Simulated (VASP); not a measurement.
# Si2Mo (MoSi2 type) (I4/mmm) in VASP: notebook

Si2Mo (MoSi2 type) is run at these levels: PBEsol; tasks: single point.

Everything below comes from runs of VASP 6.6.1. Logs are shortened: lines on timing, memory, paths and dates and some standing lists are left out, and cuts for length are marked.

## Step 1: The cell of the first run

Symmetry: I4/mmm, No. 139, tetragonal system. Conventional cell: a = 2.944 Å, b = 2.944 Å, c = 7.346 Å, α = 90.00°, β = 90.00°, γ = 90.00°. Mo (site symmetry 4/mmm) has 10 Si at 2.42 to 2.44 Å and 4 Mo at 2.94 Å within 3.2 Å. Within 3.2 Å of Si (site symmetry 4mm) lie 9 Si at 2.41 to 2.94 Å and 5 Mo at 2.42 to 2.44 Å.

## Step 2: Single point, PBEsol

The input, INCAR:

```
ALGO     = Normal         # electronic algorithm
EDIFF    = 1E-7           # SCF threshold, eV
ENCUT    = 520            # plane-wave cutoff, eV
GGA      = PS             # functional
ISIF     = 2              # what is computed and relaxed
ISMEAR   = -1             # smearing method
LASPH    = True           # aspherical terms in the spheres
LCHARG   = False          # write CHGCAR
LREAL    = False          # projectors in reciprocal space
LWAVE    = False          # write WAVECAR
NBANDS   = 18             # bands
NELM     = 80             # most SCF steps
PREC     = Accurate       # precision mode
SIGMA    = 0.05           # smearing width, eV
```

The input, KPOINTS:

```
k-points
0
Gamma
  14 14 14
```

The input, POSCAR:

```
Si2Mo
1.0
   -1.4719059092      1.4719059092      3.6731556425
    1.4719059092     -1.4719059092      3.6731556425
    1.4719059092      1.4719059092     -3.6731556425
Mo Si
1 2
Direct
    0.0000000000      0.0000000000      0.0000000000
    0.3323497185      0.3323497185      0.0000000000
   -0.3323497185     -0.3323497185      0.0000000000
```

Potentials or basis: VASP PAW PBE potentials, release 64 (Mo_sv, Si).

Run with:

```
$ cat potpaw_PBE.64/Mo_sv/POTCAR potpaw_PBE.64/Si/POTCAR > POTCAR
$ mpirun -np 1 vasp_std > vasp.out
```

OUTCAR:

```text
EDIFF = 1E-7
   ENCUT = 520
   GGA = PS
   ISIF = 2
   ISMEAR = -1
   LASPH = True
   LREAL = False
   NELM = 80
   PREC = Accurate

 ion  position               nearest neighbor table
   1  0.000  0.000  0.000-   3 2.42   2 2.42   3 2.42   2 2.42   3 2.42   2 2.42   2 2.42   3 2.42
                             2 2.44   3 2.44
   2  0.332  0.332  0.000-   3 2.41   3 2.41   3 2.41   3 2.41   1 2.42   1 2.42   1 2.42   1 2.42
                             1 2.44   3 2.46
   3  0.668  0.668  0.000-   2 2.41   2 2.41   2 2.41   2 2.41   1 2.42   1 2.42   1 2.42   1 2.42
                             1 2.44   2 2.46

  LATTYP: Found a body centered tetragonal cell.
 ALAT       =     2.9438118184
 C/A-ratio  =     2.4955098145

  Lattice vectors:

 A1 = (  -1.4719059092,   1.4719059092,   3.6731556425)
 A2 = (   1.4719059092,  -1.4719059092,   3.6731556425)
 A3 = (   1.4719059092,   1.4719059092,  -3.6731556425)

Analysis of symmetry for initial positions (statically):
=====================================================================
 Subroutine PRICEL returns:
 Original cell was already a primitive cell.

 Routine SETGRP: Setting up the symmetry group for a
 body centered tetragonal supercell.

 Subroutine GETGRP returns: Found 16 space group operations
 (whereof 16 operations were pure point group operations)
 out of a pool of 16 trial point group operations.

The static configuration has the point symmetry D_4h.

Analysis of symmetry for dynamics (positions and initial velocities):
=====================================================================
 Subroutine PRICEL returns:
 Original cell was already a primitive cell.

 Routine SETGRP: Setting up the symmetry group for a
 body centered tetragonal supercell.

 Subroutine GETGRP returns: Found 16 space group operations
 (whereof 16 operations were pure point group operations)
 out of a pool of 16 trial point group operations.

The dynamic configuration has the point symmetry D_4h.

 Subroutine INISYM returns: Found 16 space group operations
 (whereof 16 operations are pure point group operations),
 and found     1 'primitive' translations

----------------------------------------------------------------------------------------

                                     Primitive cell

  volume of cell :      31.8317

  direct lattice vectors                    reciprocal lattice vectors
    -1.471905909  1.471905909  3.673155642     0.000000000  0.339695627  0.136122737
     1.471905909 -1.471905909  3.673155642     0.339695627  0.000000000  0.136122737
[... 87 lines left out ...]
   EDIFF  = 0.1E-06   stopping-criterion for ELM
   LREAL  =      F    real-space projection
   EDIFFG = 0.1E-05   stopping-criterion for IOM
   NSW    =      0    number of steps for IOM
   IBRION =     -1    ionic relax: 0-MD 1-quasi-New 2-CG
   NFREE  =      0    steps in history (QN), initial steepest desc. (CG)
   ISIF   =      2    stress and relaxation
   ISYM   =      2    0-nonsym 1-usesym 2-fastsym
   POTIM  = 0.5000    time-step for ionic-motion
   TEBEG  =    0.0;   TEEND  =   0.0 temperature during run
   PSTRESS=    0.0 pullay stress
   NELECT =      22.0000    total number of electrons
   NUPDOWN=      -1.0000    fix difference up-down
   EMIN   =  10.00;   EMAX   =-10.00  energy-range for DOS
   EFERMI =   0.00;   METHOD = LEGACY
   ISMEAR =    -1;   SIGMA  =   0.05  broadening in eV -4-tet -1-fermi 0-gaus
   EFERMI_NEDOS =   21; number of points for ismear=-14 and -15
   IALGO  =     38    algorithm
   IMIX   =      4    mixing-type and parameters
     AMIX     =   0.40;   BMIX     =  1.00
     AMIX_MAG =   1.60;   BMIX_MAG =  1.00
  volume/ion in A,a.u.               =      10.61        71.60
  Fermi-wavevector in a.u.,A,eV,Ry     =   1.447424  2.735236 28.504718  2.095038
  Thomas-Fermi vector in A             =   2.565381
   LORBIT       =      0    0 simple, 1 ext, 2 COOP (PROOUT), +10 PAW based schemes
   GGA     = PS    functional components
   LHFCALC =     F    Hartree Fock is set to
   AEXX    =    0.0000 exact exchange contribution
   IVDW    =     0    specifies the selected vdW correction
   LEPSILON=     F    determine dielectric tensor
   LRPA    =     F    only Hartree local field effects (RPA)
 non-spin polarized calculation
  energy-cutoff  :      520.00
  volume of cell :       31.83
 maximum number of plane-waves:       882
   NGX = 15   NGY = 15   NGZ = 15

 number of electron      22.0000000 magnetization

 Free energy of the ion-electron system (eV)
  ---------------------------------------------------
  ext. energy  EPLUGINS =         0.00000000
  ---------------------------------------------------
  free energy    TOTEN  =       -23.43570078 eV

  energy without entropy =      -23.43363573  energy(sigma->0) =      -23.43466826

 E-fermi :  16.0150     XC(G=0): -13.6607

 val. band max:       16.0032276065   @ k =  -0.4286  -0.4286   0.2857
 cond. band min:      16.0638503864   @ k =  -0.4286  -0.4286   0.2143
 fundamental gap:      0.0606227799
 Fermi energy:        16.0149908635

 k-point     1 :       0.0000    0.0000    0.0000
  band No.  band energies     occupation
      1     -44.3370      2.00000
      2     -18.7699      2.00000
      3     -18.4338      2.00000
      4     -18.4338      2.00000
      5       0.6610      2.00000
      6       8.0861      2.00000
[... 481 lines left out ...]
      5       2.9632      2.00000
      6       7.7313      2.00000
[... 10 lines left out ...]
     17      24.5196      0.00000
     18      26.0119      0.00000

 [... further k-points ...]

------------------------ aborting loop because EDIFF is reached ----------------------------------------

  FORCE on cell =-STRESS in cart. coord.  units (eV):
  Direction    XX          YY          ZZ          XY          YZ          ZX
  --------------------------------------------------------------------------------------
  -------------------------------------------------------------------------------------
  Total       15.8316230     15.8316230     15.8754125      0.0000000      0.0000000      0.0000000
  in kB      796.8500458    796.8500458    799.0540914      0.0000000      0.0000000      0.0000000
  external PRESSURE =     797.5847277 kB  Pullay stress =       0.0000000 kB

 VOLUME and BASIS-vectors are now :
 -----------------------------------------------------------------------------
  energy-cutoff  :      520.00
  volume of cell :       31.83
      direct lattice vectors                 reciprocal lattice vectors
    -1.471905909  1.471905909  3.673155642     0.000000000  0.339695627  0.136122737
     1.471905909 -1.471905909  3.673155642     0.339695627  0.000000000  0.136122737
     1.471905909  1.471905909 -3.673155642     0.339695627  0.339695627  0.000000000

 POSITION                                       TOTAL-FORCE (eV/Angst)
 -----------------------------------------------------------------------------------
      0.00000      0.00000      0.00000        -0.000000     -0.000000     -0.000000
      0.00000      0.00000      2.44154         0.000000      0.000000     -0.010260
      0.00000      0.00000      4.90477        -0.000000     -0.000000      0.010260
 -----------------------------------------------------------------------------------
    total drift:                                0.000000     -0.000000     -0.000000

  FREE ENERGIE OF THE ION-ELECTRON SYSTEM (eV)
  ---------------------------------------------------
  free  energy   TOTEN  =       -23.4357007801 eV

  energy  without entropy=      -23.4336357344  energy(sigma->0) =      -23.43466826
```

stdout:

```text
POSCAR found type information on POSCAR MoSi
 POSCAR found :  2 types and       3 ions
 scaLAPACK will be used
 -----------------------------------------------------------------------------
|                                                                             |
|                                                                             |
|     You enforced a specific xc type in the INCAR file but a different       |
|     I HOPE YOU KNOW WHAT YOU ARE DOING!                                     |
|                                                                             |
 -----------------------------------------------------------------------------

 LDA part: xc-table for (Slater+PW92), standard interpolation
 POSCAR, INCAR and KPOINTS ok, starting setup
 FFT: planning ... GRIDC
 FFT: planning ... GRID_SOFT
 FFT: planning ... GRID
 WAVECAR not read
 entering main loop
```

Wall time 3.2 min (1 thread of Intel Xeon Platinum 8375C at 2.90GHz (Ice Lake), shared host); peak memory 0.27 GiB.

What came out:

| Quantity | Value |
| --- | --- |
| Free energy | -23.4357 eV |
| Pressure | 79.8 GPa |
| Largest force | 0.010 eV/Å |
| Band gap on the k mesh | zero (band 11 reaches 16.85 eV, above the bottom of band 12 at 15.61 eV) |

Forces on the atoms (eV/Å):
```
Mo   0.000  0.000  0.000
Si   0.000  0.000 -0.010
Si   0.000  0.000  0.010
```

Caveat: the PAW data sets were made with another functional, which shifts forces and pressure a little.

## Step 3: Single point, PBEsol

This run uses another cell than the first one, of 11.67 Å³/atom, 1.100 times its volume.

The input, INCAR:

```
SYSTEM = Si2Mo
ALGO = Normal
EDIFF = 1E-6
ENCUT = 520
GGA = PS
ISIF = 2
ISMEAR = -1
LASPH = .TRUE.
LCHARG = .TRUE.
LELF = .TRUE.
LREAL = .FALSE.
LVHAR = .TRUE.
LWAVE = .FALSE.
NBANDS = 18
NELM = 100
PREC = Accurate
SIGMA = 0.05
```

The input, KPOINTS:

```
k-points
0
G
  14 14 14
  0 0 0
```

The input, POSCAR:

```
Si2Mo
1.0
   -1.5235431443      1.5235431443      3.7712263481
    1.5235431443     -1.5235431443      3.7712263481
    1.5235431443      1.5235431443     -3.7712263481
Mo Si
1 2
Direct
    0.0000000000      0.0000000000      0.0000000000
    0.3333994082      0.3333994082      0.0000000000
   -0.3333994082     -0.3333994082      0.0000000000
```

Potentials or basis: VASP PAW PBE potentials, release 64 (Mo_sv, Si).

Run with:

```
$ cat potpaw_PBE.64/Mo_sv/POTCAR potpaw_PBE.64/Si/POTCAR > POTCAR
$ mpirun -np 1 vasp_std > vasp.out
```

Run time: 2.8 min. Hardware: 1 thread of Intel Xeon Platinum 8375C at 2.90GHz (Ice Lake), shared host; peak memory 0.28 GiB.

Results (log left out):

```
Free energy            : -24.5716 eV
Pressure               : 37.5 GPa
Largest force          : 0.009 eV/Å
Band gap on the k mesh : zero (band 11 reaches 15.05 eV, above the bottom of band 12 at 13.98 eV)
```

Forces in eV/Å, atoms in the order of the input:
```
Mo   0.000  0.000  0.000
Si   0.000  0.000 -0.009
Si   0.000  0.000  0.009
```

Levels at points of the mesh, in eV from the Fermi level:
| k point | band 9 | band 10 | band 11 | band 12 | band 13 | band 14 |
| --- | --- | --- | --- | --- | --- | --- |
| (0.00, 0.00, 0.00) | -3.01 | -3.01 | 0.53 | 2.57 | 4.11 | 4.14 |
| (0.50, 0.00, 0.00) | -3.15 | -2.91 | -0.69 | 2.82 | 3.38 | 4.46 |
| (0.50, 0.50, 0.00) | -5.01 | -3.72 | -1.07 | 2.91 | 3.41 | 3.58 |
| (0.50, 0.50, 0.50) | -0.71 | -0.71 | -0.40 | -0.40 | 0.70 | 5.12 |

Caveat: the PAW data sets were made with another functional, which shifts forces and pressure a little.

(Part 1 of 2 ends here.)
